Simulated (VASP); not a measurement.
# Be (P6_3/mmc) in VASP: a series of runs

Be is run at these levels: PBE; tasks: single point, relaxation of cell and atoms, relaxation of shape and atoms at fixed volume.

Program: VASP 6.6.1. These are calculated values, not measurements. Logs are shortened: lines on timing, memory, paths and dates and some standing lists are left out, and cuts for length are marked.

## Step 1: The cell of the first run

Symmetry: P6_3/mmc, No. 194, hexagonal system. Conventional cell: a = 2.159 Å, b = 2.159 Å, c = 3.417 Å, α = 90.00°, β = 90.00°, γ = 120.00°. Be (site symmetry -6m2) has 12 Be at 2.11 to 2.16 Å within 2.8 Å.

## Step 2: Single point, PBE

Input file INCAR:

```
SYSTEM = Be
  PREC = Accurate
  ENCUT = 520
  EDIFF = 1E-6
  ISMEAR = -1
  SIGMA = 0.1
  LREAL = .False.
  LASPH = .True.
  NELM = 80
  ALGO = Fast
  ISIF = 2
  LWAVE = .False.
  LCHARG = .False.
  GGA = PE
  NBANDS = 9
```

Input file KPOINTS:

```
regular mesh
0
Gamma
  24 24 12
  0 0 0
```

Input file POSCAR:

```
Be
1.0
    2.1585317313      0.0000000000      0.0000000000
   -1.0792658657      1.8693433141      0.0000000000
    0.0000000000      0.0000000000      3.4165117025
Be
2
Direct
    0.3333333333      0.6666666667      0.2500000000
    0.6666666667      0.3333333333      0.7500000000
```

Potentials or basis: VASP PAW PBE potentials, release 64 (Be).

Started as:

```bash
$ cat potpaw_PBE.64/Be/POTCAR > POTCAR
$ mpirun -np 1 vasp_std > vasp.out
```

OUTCAR:

```text
SYSTEM = Be
   PREC = Accurate
   ENCUT = 520
   EDIFF = 1E-6
   ISMEAR = -1
   LREAL = .False.
   LASPH = .True.
   NELM = 80
   ISIF = 2
   GGA = PE

 ion  position               nearest neighbor table
   1  0.333  0.667  0.250-   2 2.11   2 2.11   2 2.11   2 2.11   2 2.11   2 2.11
   2  0.667  0.333  0.750-   1 2.11   1 2.11   1 2.11   1 2.11   1 2.11   1 2.11

  LATTYP: Found a hexagonal cell.
 ALAT       =     2.1585317313
 C/A-ratio  =     1.5827942916

  Lattice vectors:

 A1 = (   2.1585317313,   0.0000000000,   0.0000000000)
 A2 = (  -1.0792658657,   1.8693433141,   0.0000000000)
 A3 = (   0.0000000000,   0.0000000000,   3.4165117025)

Analysis of symmetry for initial positions (statically):
=====================================================================
 Subroutine PRICEL returns:
 Original cell was already a primitive cell.

 Routine SETGRP: Setting up the symmetry group for a
 hexagonal supercell.

 Subroutine GETGRP returns: Found 24 space group operations
 (whereof 12 operations were pure point group operations)
 out of a pool of 24 trial point group operations.

The static configuration has the point symmetry D_3d.
 The point group associated with its full space group is D_6h.

Analysis of symmetry for dynamics (positions and initial velocities):
=====================================================================
 Subroutine PRICEL returns:
 Original cell was already a primitive cell.

 Routine SETGRP: Setting up the symmetry group for a
 hexagonal supercell.

 Subroutine GETGRP returns: Found 24 space group operations
 (whereof 12 operations were pure point group operations)
 out of a pool of 24 trial point group operations.

The dynamic configuration has the point symmetry D_3d.
 The point group associated with its full space group is D_6h.

 Subroutine INISYM returns: Found 24 space group operations
 (whereof 12 operations are pure point group operations),
 and found     1 'primitive' translations

----------------------------------------------------------------------------------------

                                     Primitive cell

  volume of cell :      13.7858

  direct lattice vectors                    reciprocal lattice vectors
     2.158531731  0.000000000  0.000000000     0.463277878  0.267473608  0.000000000
    -1.079265866  1.869343314  0.000000000     0.000000000  0.534947215  0.000000000
     0.000000000  0.000000000  3.416511702     0.000000000  0.000000000  0.292696202

  length of vectors
     2.158531731  2.158531731  3.416511702     0.534947215  0.534947215  0.292696202

  position of ions in fractional coordinates (direct lattice)
     0.333333333  0.666666667  0.250000000
     0.666666667  0.333333333  0.750000000

  ion indices of the primitive-cell ions
   primitive index   ion index
                 1           1
                 2           2

----------------------------------------------------------------------------------------

 KPOINTS: regular mesh

Automatic generation of k-mesh.
 Grid dimensions read from file:
 generate k-points for:   24   24   12

 Generating k-lattice:

  Cartesian coordinates                     Fractional coordinates (reciprocal lattice)
     0.019303245  0.011144734  0.000000000     0.041666667  0.000000000  0.000000000
     0.000000000  0.022289467  0.000000000     0.000000000  0.041666667  0.000000000
     0.000000000  0.000000000  0.024391350     0.000000000  0.000000000  0.083333333

  Length of vectors
     0.022289467  0.022289467  0.024391350

  Shift w.r.t. Gamma in fractional coordinates (k-lattice)
     0.000000000  0.000000000  0.000000000

 Subroutine IBZKPT returns following result:
 ===========================================

 Found    427 irreducible k-points:

 Following reciprocal coordinates:
            Coordinates               Weight
  0.000000  0.000000  0.000000      1.000000
  0.041667  0.000000  0.000000      6.000000
  0.083333  0.000000  0.000000      6.000000
  0.125000 -0.000000  0.000000      6.000000
  0.166667  0.000000  0.000000      6.000000
  0.208333  0.000000  0.000000      6.000000
[... 16 lines left out ...]
  0.416667  0.041667  0.000000     12.000000
  0.458333  0.041667  0.000000     12.000000
 [... further k-points ...]
   k-points           NKPTS =    427   k-points in BZ     NKDIM =    427   number of bands    NBANDS=      9
   number of dos      NEDOS =    301   number of ions     NIONS =      2
   total plane-waves  NPLWV =   7168
   dimension x,y,z NGX =    16 NGY =   16 NGZ =   28
   dimension x,y,z NGXF=    32 NGYF=   32 NGZF=   56
   ions per type =               2
   NGX,Y,Z   is equivalent  to a cutoff of  12.32, 12.32, 13.62 a.u.
   NGXF,Y,Z  is equivalent  to a cutoff of  24.65, 24.65, 27.25 a.u.
 SYSTEM =  Be
   PREC   = accura    normal or accurate (medium, high low for compatibility)
   ISTART =      0    job   : 0-new  1-cont  2-samecut
   ICHARG =      2    charge: 1-file 2-atom 10-const
   ISPIN  =      1    spin polarized calculation?
   LNONCOLLINEAR =      F non collinear calculations
   LSORBIT =      F    spin-orbit coupling
   LASPH  =      T    aspherical Exc in radial PAW
   ENCUT  =  520.0 eV  38.22 Ry    6.18 a.u.   4.01  4.01  6.35*2*pi/ulx,y,z
   NELM   =     80;   NELMIN=  2; NELMDL= -5     # of ELM steps
   EDIFF  = 0.1E-05   stopping-criterion for ELM
   LREAL  =      F    real-space projection
   EDIFFG = 0.1E-04   stopping-criterion for IOM
   NSW    =      0    number of steps for IOM
   IBRION =     -1    ionic relax: 0-MD 1-quasi-New 2-CG
   NFREE  =      0    steps in history (QN), initial steepest desc. (CG)
   ISIF   =      2    stress and relaxation
   ISYM   =      2    0-nonsym 1-usesym 2-fastsym
   POTIM  = 0.5000    time-step for ionic-motion
   TEBEG  =    0.0;   TEEND  =   0.0 temperature during run
   PSTRESS=    0.0 pullay stress
   NELECT =       4.0000    total number of electrons
   NUPDOWN=      -1.0000    fix difference up-down
   EMIN   =  10.00;   EMAX   =-10.00  energy-range for DOS
   EFERMI =   0.00;   METHOD = LEGACY
   ISMEAR =    -1;   SIGMA  =   0.10  broadening in eV -4-tet -1-fermi 0-gaus
   EFERMI_NEDOS =   21; number of points for ismear=-14 and -15
   IALGO  =     68    algorithm
   IMIX   =      4    mixing-type and parameters
     AMIX     =   0.40;   BMIX     =  1.00
     AMIX_MAG =   1.60;   BMIX_MAG =  1.00
  volume/ion in A,a.u.               =       6.89        46.52
  Fermi-wavevector in a.u.,A,eV,Ry     =   1.083806  2.048095 15.981871  1.174634
  Thomas-Fermi vector in A             =   2.219880
   LORBIT       =      0    0 simple, 1 ext, 2 COOP (PROOUT), +10 PAW based schemes
   GGA     = PE    functional components
   LHFCALC =     F    Hartree Fock is set to
   AEXX    =    0.0000 exact exchange contribution
   IVDW    =     0    specifies the selected vdW correction
   LEPSILON=     F    determine dielectric tensor
   LRPA    =     F    only Hartree local field effects (RPA)
 non-spin polarized calculation
 RMM-DIIS sequential band-by-band and
  energy-cutoff  :      520.00
  volume of cell :       13.79
 maximum number of plane-waves:       381
   NGX =  9   NGY =  9   NGZ = 13

 number of electron       4.0000000 magnetization

 Free energy of the ion-electron system (eV)
  ---------------------------------------------------
  ext. energy  EPLUGINS =         0.00000000
  ---------------------------------------------------
  free energy    TOTEN  =        -7.41071059 eV

  energy without entropy =       -7.40534184  energy(sigma->0) =       -7.40802621

 E-fermi :   8.2001     XC(G=0): -11.0657

 val. band max:        8.1723639653   @ k =   0.2917   0.2917   0.0000
 cond. band min:       8.2032073486   @ k =   0.2917   0.2917   0.0000
 fundamental gap:      0.0308433833
 Fermi energy:         8.2000819621

 k-point     1 :       0.0000    0.0000    0.0000
  band No.  band energies     occupation
      1      -3.9096      2.00000
      2       3.1941      2.00000
      3       9.7250      0.00000
      4      26.1273      0.00000
      5      26.1273      0.00000
      6      29.2288      0.00000
      7      29.2288      0.00000
      8      31.4421      0.00000
      9      37.7667      0.00000

 k-point     2 :       0.0417    0.0000    0.0000
  band No.  band energies     occupation
      1      -3.8572      2.00000
      2       3.2663      2.00000
      3       9.7342      0.00000
      4      25.6461      0.00000
      5      25.7361      0.00000
      6      29.2491      0.00000
      7      29.4622      0.00000
      8      31.3451      0.00000
      9      36.7862      0.00000

 k-point     3 :       0.0833    0.0000    0.0000
  band No.  band energies     occupation
      1      -3.6998      2.00000
      2       3.4829      2.00000
      3       9.7601      0.00000
      4      24.3898      0.00000
      5      24.8689      0.00000
      6      29.2769      0.00000
      7      29.8247      0.00000
      8      31.0202      0.00000
      9      35.1434      0.00000

 k-point     4 :       0.1250   -0.0000    0.0000
  band No.  band energies     occupation
      1      -3.4373      2.00000
      2       3.8434      2.00000
      3       9.7959      0.00000
      4      22.7043      0.00000
      5      23.8668      0.00000
      6      29.2493      0.00000
      7      29.9471      0.00000
      8      30.3682      0.00000
      9      33.3013      0.00000
[... 205 lines left out ...]
 k-point    22 :       0.3750    0.0417    0.0000
  band No.  band energies     occupation
      1       0.8287      2.00000
      2       7.2175      1.99989
      3       9.6212      0.00000
      4      15.2438      0.00000
      5      18.4779      0.00000
      6      18.6295      0.00000
      7      21.8432      0.00000
      8      27.3368      0.00000
      9      30.7769      0.00000

 k-point    23 :       0.4167    0.0417    0.0000
  band No.  band energies     occupation
      1       1.7800      2.00000
      2       6.0839      2.00000
      3      10.9098      0.00000
      4      15.5018      0.00000
      5      16.8364      0.00000
      6      17.9389      0.00000
      7      21.0364      0.00000
      8      27.1229      0.00000
      9      30.8191      0.00000

 k-point    24 :       0.4583    0.0417    0.0000
  band No.  band energies     occupation
      1       2.5863      2.00000
      2       5.1641      2.00000
      3      12.0198      0.00000
      4      15.4709      0.00000
      5      15.8070      0.00000
      6      17.5231      0.00000
      7      20.6213      0.00000
      8      27.0143      0.00000
      9      30.8431      0.00000

 [... further k-points ...]

------------------------ aborting loop because EDIFF is reached ----------------------------------------

  FORCE on cell =-STRESS in cart. coord.  units (eV):
  Direction    XX          YY          ZZ          XY          YZ          ZX
  --------------------------------------------------------------------------------------
  -------------------------------------------------------------------------------------
  Total        1.8442482      1.8442482      1.8480741     -0.0000000      0.0000000      0.0000000
  in kB      214.3381804    214.3381804    214.7828248     -0.0000000      0.0000000      0.0000000
  external PRESSURE =     214.4863952 kB  Pullay stress =       0.0000000 kB

 VOLUME and BASIS-vectors are now :
 -----------------------------------------------------------------------------
  energy-cutoff  :      520.00
  volume of cell :       13.79
      direct lattice vectors                 reciprocal lattice vectors
     2.158531731  0.000000000  0.000000000     0.463277878  0.267473608  0.000000000
    -1.079265866  1.869343314  0.000000000     0.000000000  0.534947215  0.000000000
     0.000000000  0.000000000  3.416511702     0.000000000  0.000000000  0.292696202

 POSITION                                       TOTAL-FORCE (eV/Angst)
 -----------------------------------------------------------------------------------
     -0.00000      1.24623      0.85413        -0.000000     -0.000000      0.000000
      1.07927      0.62311      2.56238         0.000000      0.000000      0.000000
 -----------------------------------------------------------------------------------
    total drift:                                0.000000     -0.000000      0.000000

  FREE ENERGIE OF THE ION-ELECTRON SYSTEM (eV)
  ---------------------------------------------------
  free  energy   TOTEN  =        -7.4107105939 eV

  energy  without entropy=       -7.4053418355  energy(sigma->0) =       -7.40802621
```

Run time: 21 s. Hardware: 1 thread of Intel Xeon Platinum 8488C (Sapphire Rapids), shared host; peak memory 0.15 GiB.

Results:

| Quantity | Value |
| --- | --- |
| Free energy | -7.4107 eV |
| Pressure | 21.4 GPa |
| Band gap on the k mesh | zero (band 2 reaches 9.23 eV, above the bottom of band 3 at 7.01 eV) |

[end of part 1 of 2]
